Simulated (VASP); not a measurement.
# Al16O in VASP: further runs, part 2 of 2

VASP 6.6.1. Earlier steps stand in the parts before.

### Step 3. Relaxation of the atoms, PBE

File INCAR:

```
SYSTEM = Al16O
ALGO = Fast ; DIPOL = 0.5 0.5 0.319
EDIFF = 1E-6 ; EDIFFG = -0.025
ENCUT = 520 ; GGA = PE
IBRION = 2 ; IDIPOL = 3
ISIF = 2 ; ISMEAR = 0
KPAR = 4 ; LASPH = .TRUE.
LCHARG = .FALSE. ; LDIPOL = .TRUE.
LREAL = Auto ; LWAVE = .FALSE.
NELM = 100 ; NSW = 36
PREC = Accurate ; SIGMA = 0.1
```

File KPOINTS:

```
k-points
0
G
  5 4 1
  0 0 0
```

File POSCAR:

```
Al16O
1.0
    5.7135165838      0.0000000000      0.0000000000
    0.0000000000      8.0801326417      0.0000000000
    0.0000000000      0.0000000000     19.7432787023
Al O
16 1
Selective dynamics
Direct
    0.2500000000      0.2500000000      0.2026005944  F F F
    0.2500000000      0.7500000000      0.2026005944  F F F
    0.7500000000      0.2500000000      0.2026005944  F F F
    0.7500000000      0.7500000000      0.2026005944  F F F
    0.0000000000      0.0000000000      0.2749482104  F F F
    0.0000000000      0.5000000000      0.2749482104  F F F
    0.5000000000      0.0000000000      0.2749482104  F F F
    0.5000000000      0.5000000000      0.2749482104  F F F
    0.2500000000      0.2500000000      0.3495466405  F F F
    0.2500000000      0.7500000000      0.3495466405  F F F
    0.7500000000      0.2500000000      0.3495466405  F F F
    0.7500000000      0.7500000000      0.3495466405  F F F
    0.0000000000      0.0000000000      0.4175232912  F F F
    0.0000000000      0.5000000000      0.4175232912  F F F
    0.5000000000      0.0000000000      0.4175232912  F F F
    0.5000000000      0.5000000000      0.4175232912  F F F
    0.2500000000      0.2000000000      0.4383846619  F F T
```

Potentials or basis: VASP PAW PBE potentials, release 64 (Al, O).

Command:

```bash
$ cat potpaw_PBE.64/Al/POTCAR potpaw_PBE.64/O/POTCAR > POTCAR
$ mpirun -np 4 vasp_std > vasp.out
```

OUTCAR:

```text
SYSTEM = Al16O
   EDIFF = 1E-6
   EDIFFG = -0.025
   ENCUT = 520
   GGA = PE
   IBRION = 2
   ISIF = 2
   ISMEAR = 0
   LASPH = .TRUE.
   LREAL = Auto
   NELM = 100
   NSW = 36
   PREC = Accurate

 ion  position               nearest neighbor table
   1  0.250  0.250  0.203-   3 2.86   3 2.86   6 2.86   7 2.86   8 2.86   5 2.86   9 2.90
   2  0.250  0.750  0.203-   4 2.86   4 2.86   6 2.86   7 2.86   8 2.86   5 2.86  10 2.90
   3  0.750  0.250  0.203-   1 2.86   1 2.86   6 2.86   7 2.86   8 2.86   5 2.86  11 2.90
   4  0.750  0.750  0.203-   2 2.86   2 2.86   6 2.86   7 2.86   8 2.86   5 2.86  12 2.90
   5  0.000  0.000  0.275-  13 2.81   7 2.86   7 2.86   4 2.86   1 2.86   2 2.86   3 2.86  11 2.88
                            12 2.88   9 2.88  10 2.88
   6  0.000  0.500  0.275-  14 2.81   8 2.86   8 2.86   4 2.86   1 2.86   2 2.86   3 2.86  11 2.88
                            12 2.88   9 2.88  10 2.88
   7  0.500  0.000  0.275-  15 2.81   5 2.86   5 2.86   4 2.86   1 2.86   2 2.86   3 2.86  11 2.88
                            12 2.88   9 2.88  10 2.88
   8  0.500  0.500  0.275-  16 2.81   6 2.86   6 2.86   4 2.86   1 2.86   2 2.86   3 2.86  11 2.88
                            12 2.88   9 2.88  10 2.88
   9  0.250  0.250  0.350-  17 1.80  14 2.81  15 2.81  16 2.81  13 2.81  11 2.86  11 2.86   8 2.88
                             5 2.88   6 2.88   7 2.88   1 2.90
  10  0.250  0.750  0.350-  13 2.81  14 2.81  15 2.81  16 2.81  12 2.86  12 2.86   7 2.88   8 2.88
                             5 2.88   6 2.88   2 2.90
  11  0.750  0.250  0.350-  13 2.81  14 2.81  15 2.81  16 2.81   9 2.86   9 2.86   7 2.88   8 2.88
                             5 2.88   6 2.88   3 2.90
  12  0.750  0.750  0.350-  13 2.81  14 2.81  15 2.81  16 2.81  10 2.86  10 2.86   7 2.88   8 2.88
                             5 2.88   6 2.88   4 2.90
  13  0.000  0.000  0.418-  17 2.20  10 2.81  11 2.81  12 2.81   9 2.81   5 2.81  15 2.86  15 2.86

  14  0.000  0.500  0.418-   9 2.81  10 2.81  11 2.81  12 2.81   6 2.81  16 2.86  16 2.86
  15  0.500  0.000  0.418-  17 2.20  10 2.81  11 2.81  12 2.81   9 2.81   7 2.81  13 2.86  13 2.86

  16  0.500  0.500  0.418-   9 2.81  10 2.81  11 2.81  12 2.81   8 2.81  14 2.86  14 2.86
  17  0.250  0.200  0.438-   9 1.80  13 2.20  15 2.20

  LATTYP: Found a simple orthorhombic cell.
 ALAT       =     5.7135165838
 B/A-ratio  =     1.4142135624
 C/A-ratio  =     3.4555388810
[... 207 lines left out ...]

 number of electron      53.9999994 magnetization

 Free energy of the ion-electron system (eV)
  ---------------------------------------------------
  ext. energy  EPLUGINS =         0.00000000
  ---------------------------------------------------
  free energy    TOTEN  =       -62.41869554 eV

  energy without entropy =      -62.38187839  energy(sigma->0) =      -62.40028697

------------------------ aborting loop because EDIFF is reached ----------------------------------------

 vacuum level on the upper side and lower side of the slab       (xc-potential included)        -0.083        -0.153

  FORCE on cell =-STRESS in cart. coord.  units (eV):
  Direction    XX          YY          ZZ          XY          YZ          ZX
  --------------------------------------------------------------------------------------
  -------------------------------------------------------------------------------------
  Total      -13.4221114     -5.1424600     -1.3025078      0.0000000     -1.2104971      0.0000000
  in kB      -23.5933799     -9.0394133     -2.2895476      0.0000000     -2.1278111      0.0000000
  external PRESSURE =     -11.6407803 kB  Pullay stress =       0.0000000 kB
[... 89 lines left out ...]
--------------------------------------- Ionic step        3  -------------------------------------------

 number of electron      53.9999994 magnetization

 dipolmoment           0.000000      0.000000      0.014168 electrons x Angstroem

 Free energy of the ion-electron system (eV)
  ---------------------------------------------------
  ext. energy  EPLUGINS =         0.00000000
  ---------------------------------------------------
  free energy    TOTEN  =       -62.42013462 eV

  energy without entropy =      -62.38334140  energy(sigma->0) =      -62.40173801

 E-fermi :  -0.5661     XC(G=0):  -4.0471

 val. band max:       -0.5717654785   @ k =   0.0000   0.2500   0.0000
 cond. band min:      -0.5335094184   @ k =   0.4000   0.5000   0.0000
 fundamental gap:      0.0382560602
 Fermi energy:        -0.5660824783

 k-point     1 :       0.0000    0.0000    0.0000
  band No.  band energies     occupation
      1     -19.4630      2.00000
      2     -10.6434      2.00000
      3      -8.6998      2.00000
      4      -8.4556      2.00000
      5      -8.1016      2.00000
      6      -6.7398      2.00000
[... 340 lines left out ...]
     35       1.6207      0.00000
     36       1.9004      0.00000

------------------------ aborting loop because EDIFF is reached ----------------------------------------

 vacuum level on the upper side and lower side of the slab       (xc-potential included)         0.016        -0.038

  FORCE on cell =-STRESS in cart. coord.  units (eV):
  Direction    XX          YY          ZZ          XY          YZ          ZX
  --------------------------------------------------------------------------------------
  -------------------------------------------------------------------------------------
  Total      -13.3543192     -5.0463840     -0.9728954      0.0000000     -1.2384570      0.0000000
  in kB      -23.4742149     -8.8705310     -1.7101549      0.0000000     -2.1769590      0.0000000
  external PRESSURE =     -11.3516336 kB  Pullay stress =       0.0000000 kB
[... 32 lines left out ...]
  FREE ENERGIE OF THE ION-ELECTRON SYSTEM (eV)
  ---------------------------------------------------
  free  energy   TOTEN  =       -62.4201346176 eV

  energy  without entropy=      -62.3833413966  energy(sigma->0) =      -62.40173801

 reached required accuracy - stopping structural energy minimisation

 vacuum level on the upper side and lower side of the slab         3.682         3.626
```

It took 8.5 min on 4 MPI ranks of Oxide Virtual Turin-like, shared host; peak memory 0.95 GiB.

Results:

```yaml
Free_energy: -62.4201 eV
Energy_gained_by_relaxing: 0.1 meV/atom
Ionic_steps: 3
Band_gap_on_the_k_mesh: zero (bands 27 and 28 overlap by 0.54 eV)
```

The path:
```csv
step,energy change (eV),largest force on free atoms (eV/Å),pressure (GPa)
1,0.0000,0.2132,-1.16
2,-0.0014,0.0500,-1.14
3,-0.0014,0.0044,-1.14
```

Final structure:
```
CELL_PARAMETERS angstrom
5.71352 0.00000 0.00000
0.00000 8.08013 0.00000
0.00000 0.00000 19.74328
ATOMIC_POSITIONS crystal
Al 0.25000 0.25000 0.20260
Al 0.25000 0.75000 0.20260
Al 0.75000 0.25000 0.20260
Al 0.75000 0.75000 0.20260
Al 0.00000 0.00000 0.27495
Al 0.00000 0.50000 0.27495
Al 0.50000 0.00000 0.27495
Al 0.50000 0.50000 0.27495
Al 0.25000 0.25000 0.34955
Al 0.25000 0.75000 0.34955
Al 0.75000 0.25000 0.34955
Al 0.75000 0.75000 0.34955
Al 0.00000 0.00000 0.41752
Al 0.00000 0.50000 0.41752
Al 0.50000 0.00000 0.41752
Al 0.50000 0.50000 0.41752
O 0.25000 0.20000 0.43771
```

The gap in the log of VASP goes by the Fermi energy; the results here count the filled bands.